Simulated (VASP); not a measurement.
Input of a VASP 6.6.1 run:

The input INCAR:

```
PREC     = Accurate       # precision mode
ENCUT    = 500            # plane-wave cutoff, eV
EDIFF    = 1E-6           # SCF threshold, eV
ISMEAR   = 0              # smearing method
SIGMA    = 0.1            # smearing width, eV
LREAL    = False          # projectors in reciprocal space
LASPH    = True           # aspherical terms in the spheres
NELM     = 120            # most SCF steps
ALGO     = Normal         # electronic algorithm
ISIF     = 2              # what is computed and relaxed
LWAVE    = False          # write WAVECAR
LCHARG   = False          # write CHGCAR
GGA      = PE             # functional
NBANDS   = 11             # bands
GGA_COMPAT= False
```

Contents of KPOINTS:

```
Automatic mesh
0
Gamma
  6 6 6
```

File POSCAR:

```
AlAs
1.0
    0.0000000000      2.8379008800      2.8379008800
    2.8379008800      0.0000000000      2.8379008800
    2.8379008800      2.8379008800      0.0000000000
Al As
1 1
Direct
    0.0000000000      0.0000000000      0.0000000000
    0.7500000000      0.7500000000      0.7500000000
```

Potentials or basis: VASP PAW PBE potentials, release 64 (Al, As).

Command:

```bash
$ cat potpaw_PBE.64/Al/POTCAR potpaw_PBE.64/As/POTCAR > POTCAR
$ mpirun -np 1 vasp_std > vasp.out
```

Q: Estimate the band gap on the k mesh.

A: 1.45 eV, indirect (least direct gap 2.00 eV).

Q: Predict the pressure.

A: 2.2 GPa.

A k mesh can miss the band edges. PBE gaps usually lie below the measured ones, often by a third to a half.
